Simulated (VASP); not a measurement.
# Ni (Fm-3m) in VASP: single point with PBE

Aim: the single point of Ni with PBE.

All numbers are computed with VASP 6.6.1; they aren't measurements. Logs are shortened: lines on timing, memory, paths and dates and some standing lists are left out, and cuts for length are marked.

**1. The cell of the first run**

Symmetry: Fm-3m, No. 225, cubic system. The conventional cell has a = 3.520 Å, b = 3.520 Å, c = 3.520 Å, α = 90.00°, β = 90.00°, γ = 90.00°. Ni (site symmetry m-3m) has 12 Ni at 2.49 Å within 3.3 Å.

**2. Single point, PBE, collinear spin, ferromagnetic start**

Input file INCAR:

```
PREC     = Accurate       # precision mode
ENCUT    = 520            # plane-wave cutoff, eV
EDIFF    = 1E-6           # SCF threshold, eV
ISMEAR   = 0              # smearing method
SIGMA    = 0.05           # smearing width, eV
LREAL    = False          # projectors in reciprocal space
LASPH    = True           # aspherical terms in the spheres
NELM     = 150            # most SCF steps
ALGO     = Normal         # electronic algorithm
ISIF     = 2              # what is computed and relaxed
LWAVE    = False          # write WAVECAR
LCHARG   = True           # write CHGCAR
ISPIN    = 2              # spin polarisation
MAGMOM   = 0.8            # initial moments
LORBIT   = 11             # projections on sites
LMAXMIX  = 4              # l up to which the mixer works
GGA      = PE             # functional
LELF     = True           # ELF
LVHAR    = True         
NBANDS   = 15             # bands
```

Input file KPOINTS:

```
regular mesh
0
Gamma
  10 10 10
```

Input file POSCAR:

```
Ni
1.0
    0.0000000000      1.7600000000      1.7600000000
    1.7600000000      0.0000000000      1.7600000000
    1.7600000000      1.7600000000      0.0000000000
Ni
1
Direct
    0.0000000000      0.0000000000      0.0000000000
```

Potentials or basis: VASP PAW PBE potentials, release 64 (Ni).

Command:

```
> cat potpaw_PBE.64/Ni/POTCAR > POTCAR
> mpirun -np 1 vasp_std > vasp.out
```

OUTCAR:

```text
PREC = Accurate
   ENCUT = 520
   EDIFF = 1E-6
   ISMEAR = 0
   LREAL = False
   LASPH = True
   NELM = 150
   ISIF = 2
   ISPIN = 2
   LORBIT = 11
   GGA = PE

 ion  position               nearest neighbor table
   1  0.000  0.000  0.000-

  LATTYP: Found a face centered cubic cell.
 ALAT       =     3.5200000000

  Lattice vectors:

 A1 = (   0.0000000000,   1.7600000000,   1.7600000000)
 A2 = (   1.7600000000,   0.0000000000,   1.7600000000)
 A3 = (   1.7600000000,   1.7600000000,   0.0000000000)

Analysis of symmetry for initial positions (statically):
=====================================================================
 Subroutine PRICEL returns:
 Original cell was already a primitive cell.

 Routine SETGRP: Setting up the symmetry group for a
 face centered cubic supercell.

 Subroutine GETGRP returns: Found 48 space group operations
 (whereof 48 operations were pure point group operations)
 out of a pool of 48 trial point group operations.

The static configuration has the point symmetry O_h .

Analysis of symmetry for dynamics (positions and initial velocities):
=====================================================================
 Subroutine PRICEL returns:
 Original cell was already a primitive cell.

 Routine SETGRP: Setting up the symmetry group for a
 face centered cubic supercell.

 Subroutine GETGRP returns: Found 48 space group operations
 (whereof 48 operations were pure point group operations)
 out of a pool of 48 trial point group operations.

The dynamic configuration has the point symmetry O_h .

Analysis of structural, dynamic, and magnetic symmetry:
=====================================================================
 Subroutine PRICEL returns:
 Original cell was already a primitive cell.

 Routine SETGRP: Setting up the symmetry group for a
 face centered cubic supercell.

 Subroutine GETGRP returns: Found 48 space group operations
 (whereof 48 operations were pure point group operations)
 out of a pool of 48 trial point group operations.

The overall configuration has the point symmetry O_h .

 Subroutine INISYM returns: Found 48 space group operations
 (whereof 48 operations are pure point group operations),
 and found     1 'primitive' translations

----------------------------------------------------------------------------------------

                                     Primitive cell

  volume of cell :      10.9036

  direct lattice vectors                    reciprocal lattice vectors
     0.000000000  1.760000000  1.760000000    -0.284090909  0.284090909  0.284090909
     1.760000000  0.000000000  1.760000000     0.284090909 -0.284090909  0.284090909
     1.760000000  1.760000000  0.000000000     0.284090909  0.284090909 -0.284090909

[... 116 lines left out ...]
 maximum number of plane-waves:       304
   NGX =  9   NGY =  9   NGZ =  9

 number of electron      10.0000009 magnetization       0.7256732

 Free energy of the ion-electron system (eV)
  ---------------------------------------------------
  ext. energy  EPLUGINS =         0.00000000
  ---------------------------------------------------
  free energy    TOTEN  =        -5.47362905 eV

  energy without entropy =       -5.47116712  energy(sigma->0) =       -5.47239808

 E-fermi :   9.3557     XC(G=0): -13.2454

 val. band max:        9.3546113586   @ k =   0.4000   0.4000   0.0000
 cond. band min:       9.3581424126   @ k =  -0.4000   0.2000   0.0000
 fundamental gap:      0.0035310541
 Fermi energy:         9.3557396600

 spin component 1

 k-point     1 :       0.0000    0.0000    0.0000
  band No.  band energies     occupation
      1       0.3398      1.00000
      2       6.8419      1.00000
      3       6.8419      1.00000
      4       6.8419      1.00000
      5       8.0259      1.00000
      6       8.0259      1.00000
      7      33.0452      0.00000
      8      36.8844      0.00000
      9      36.8844      0.00000
     10      36.8844      0.00000
     11      39.8003      0.00000
     12      39.8003      0.00000
     13      39.8003      0.00000
     14      42.7953      0.00000
[... 403 lines left out ...]
      4       8.1041      1.00000
      5       8.6576      1.00000
      6       9.3195      0.84706
      7      23.2625      0.00000
      8      24.3284      0.00000
      9      26.2019      0.00000
     10      30.5126      0.00000
     11      34.8735      0.00000
     12      49.6046      0.00000
     13      50.1546      0.00000
     14      54.4208      0.00000
     15      55.7142      0.00000

 [... further k-points ...]

 spin component 2

 k-point     1 :       0.0000    0.0000    0.0000
  band No.  band energies     occupation
      1       0.3250      1.00000
      2       7.7012      1.00000
      3       7.7012      1.00000
      4       7.7012      1.00000
      5       8.6948      1.00000
      6       8.6948      1.00000
      7      32.8939      0.00000
      8      36.8852      0.00000
      9      36.8852      0.00000
     10      36.8852      0.00000
     11      39.9386      0.00000
     12      39.9386      0.00000
     13      39.9386      0.00000
     14      42.6831      0.00000
[... 403 lines left out ...]
      4       8.9212      1.00000
      5       9.4653      0.00097
      6       9.9262      0.00000
      7      23.3914      0.00000
      8      24.4671      0.00000
      9      26.2793      0.00000
     10      30.6500      0.00000
     11      35.0233      0.00000
     12      49.6129      0.00000
     13      50.1323      0.00000
     14      54.9675      0.00000
     15      56.3470      0.00000

 [... further k-points ...]
[... 5 lines left out ...]
  --------------------------------------------------------------------------------------
  -------------------------------------------------------------------------------------
  Total        0.0156876      0.0156876      0.0156876      0.0000000      0.0000000     -0.0000000
  in kB        2.3051505      2.3051505      2.3051505      0.0000000      0.0000000     -0.0000000
  external PRESSURE =       2.3051505 kB  Pullay stress =       0.0000000 kB

 VOLUME and BASIS-vectors are now :
 -----------------------------------------------------------------------------
  energy-cutoff  :      520.00
  volume of cell :       10.90
      direct lattice vectors                 reciprocal lattice vectors
     0.000000000  1.760000000  1.760000000    -0.284090909  0.284090909  0.284090909
     1.760000000  0.000000000  1.760000000     0.284090909 -0.284090909  0.284090909
     1.760000000  1.760000000  0.000000000     0.284090909  0.284090909 -0.284090909

 POSITION                                       TOTAL-FORCE (eV/Angst)
 -----------------------------------------------------------------------------------
      0.00000      0.00000      0.00000        -0.000000      0.000000     -0.000000
 -----------------------------------------------------------------------------------
    total drift:                                0.000000      0.000000      0.000000

  FREE ENERGIE OF THE ION-ELECTRON SYSTEM (eV)
  ---------------------------------------------------
  free  energy   TOTEN  =        -5.4736290458 eV

  energy  without entropy=       -5.4711671164  energy(sigma->0) =       -5.47239808

 total charge

# of ion       s       p       d       tot
------------------------------------------
    1        0.499   0.499   8.305   9.304

 magnetization (x)

# of ion       s       p       d       tot
------------------------------------------
    1       -0.003  -0.021   0.761   0.736
```

stdout:

```text
POSCAR found type information on POSCAR Ni
 POSCAR found :  1 types and       1 ions
 scaLAPACK will be used
 LDA part: xc-table for (Slater+PW92), standard interpolation
 POSCAR, INCAR and KPOINTS ok, starting setup
 FFT: planning ... GRIDC
 FFT: planning ... GRID_SOFT
 FFT: planning ... GRID
 WAVECAR not read
 entering main loop
```

Run time: 27 s. Hardware: 1 thread of AMD EPYC 7R13, shared host; peak memory 0.13 GiB.

Results:

- Free energy: -5.4736 eV
- Pressure: 0.2 GPa
- Net moment: 0.73 μB per cell
- Site moments: Ni +0.74 μB
- Valence electrons inside the program's atomic spheres: Ni 9.30
